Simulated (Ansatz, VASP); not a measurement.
## Y in VASP and in Ansatz

Contents of INCAR:

```
ALGO = Normal
EDIFF = 1E-7
ENCUT = 520
GGA = PS
ISIF = 2
ISMEAR = 0
LASPH = True
LCHARG = True
LELF = True
LREAL = False
LVHAR = True
LWAVE = False
NBANDS = 12
NELM = 100
PREC = Accurate
SIGMA = 0.15
```

The input KPOINTS:

```
k-points
0
Gamma
  16 16 16
```

POSCAR

```
Y
1.0
    0.0000000000      2.4850000000      2.6838000000
    2.4850000000      0.0000000000      2.6838000000
    2.4850000000      2.4850000000      0.0000000000
Y
1
Direct
    0.0000000000      0.0000000000      0.0000000000
```

Input for Ansatz:

```yaml
crystal:
  lattice:
    - [0.0, 2.485, 2.6838]
    - [2.485, 0.0, 2.6838]
    - [2.485, 2.485, 0.0]
  atoms:
    - { symbol: "Y", position: [0.0, 0.0, 0.0] }
basis:
  ecutwfc: 420
kpoints:
  mp_grid: { grid: [16, 16, 16] }
hamiltonian:
  xc: pbesol
scf:
  occupations: { method: gaussian, width: 0.15 }
output:
  forces: true
  stress: true
  eigenvalues: true
```

Change from the starting cell: strain +0.000 along x and y, +0.080 along z, atoms carried along.

Alike in both runs: task single point; functional PBEsol; k mesh 16 × 16 × 16; occupations gaussian, width 0.15 eV; no spin polarisation.

|  | VASP | Ansatz |
| --- | --- | --- |
| version | VASP 6.6.1 | Ansatz 0.2.0 |
| potentials or method | VASP PAW PBE potentials, release 64 (Y_sv), cutoff 520 eV | scalar-relativistic, plane waves, PAW |
| valence electrons in the cell | 11 | 11 |

```tsv
	VASP	Ansatz	Ansatz less VASP
gap on the k mesh at the Fermi level (eV)	none	none	-
pressure (GPa)	-2.8	-2.7	+0.10
traceless stress, the component that is largest in VASP (GPa)	-1.60	-1.59	+0.014
```

VASP's potentials were made for PBE, not for PBEsol. A gap of «none» marks a metal or a gap that the smearing closes.
